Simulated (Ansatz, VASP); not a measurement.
H4C in VASP and in Ansatz

The input INCAR:

```
SYSTEM = H4C
PREC     = Accurate       ! precision mode
ENCUT    = 520            ! plane-wave cutoff, eV
EDIFF    = 1E-6           ! SCF threshold, eV
ISMEAR   = 0              ! smearing method
SIGMA    = 0.005          ! smearing width, eV
LREAL    = .FALSE.        ! projectors in reciprocal space
LASPH    = .TRUE.         ! aspherical terms in the spheres
NELM     = 100            ! most SCF steps
ALGO     = Normal         ! electronic algorithm
ISIF     = 2              ! what is computed and relaxed
LWAVE    = .FALSE.        ! write WAVECAR
LCHARG   = .FALSE.        ! write CHGCAR
GGA      = PE             ! functional
IVDW     = 12             ! dispersion correction
IBRION   = 2              ! ionic algorithm
NSW      = 100            ! ionic steps
EDIFFG   = -0.01          ! ionic threshold
ISYM     = 0
```

File KPOINTS:

```
Automatic mesh
0
G
  1 1 1
  0 0 0
```

File POSCAR:

```
H4C
1.0
   15.0000000000      0.0000000000      0.0000000000
    0.0000000000     15.5000000000      0.0000000000
    0.0000000000      0.0000000000     16.0000000000
H C
4 1
Direct
    0.5017059536      0.4990634116      0.4322102960
    0.4332692421      0.4988705723      0.5238755595
    0.5335063326      0.4442486882      0.5209015848
    0.5334089368      0.5568478981      0.5248939725
    0.4981095349      0.5009694297      0.4981185873
```

Input for Ansatz:

```yaml
crystal:
  lattice:
    - [15.0, 0.0, 0.0]
    - [0.0, 15.5, 0.0]
    - [0.0, 0.0, 16.0]
  atoms:
    - { symbol: H, position: [0.5017059536, 0.4990634116, 0.432210296] }
    - { symbol: C, position: [0.4981095349, 0.5009694297, 0.4981185873] }
    - { symbol: H, position: [0.4332692421, 0.4988705723, 0.5238755595] }
    - { symbol: H, position: [0.5335063326, 0.4442486882, 0.5209015848] }
    - { symbol: H, position: [0.5334089368, 0.5568478981, 0.5248939725] }
  symmetry: { detect: false }
basis:
  ecutwfc: 420
kpoints:
  mp_grid: { grid: [1, 1, 1] }
hamiltonian:
  xc: pbe
  dispersion: d3bj
scf:
  occupations: { method: gaussian, width: 0.005 }
output:
  forces: true
  eigenvalues: true
relax:
  adjacent_minimum: "off"
  f_tol: 0.01
  max_steps: 80
```

Alike in both runs: task relaxation of the atoms; functional PBE; dispersion D3(BJ); k mesh 1 × 1 × 1; occupations gaussian, width 0.005 eV; no spin polarisation.

|  | VASP | Ansatz |
| --- | --- | --- |
| version | VASP 6.6.1 | Ansatz 0.2.0 |
| potentials or method | VASP PAW PBE potentials, release 64 (H, C), cutoff 520 eV | scalar-relativistic, plane waves, PAW |
| valence electrons in the cell | 8 | 8 |

```csv
,VASP,Ansatz,Ansatz less VASP
"gap on the k mesh at the Fermi level, each at its own relaxed structure (eV)",8.97,8.97,-0.001
```
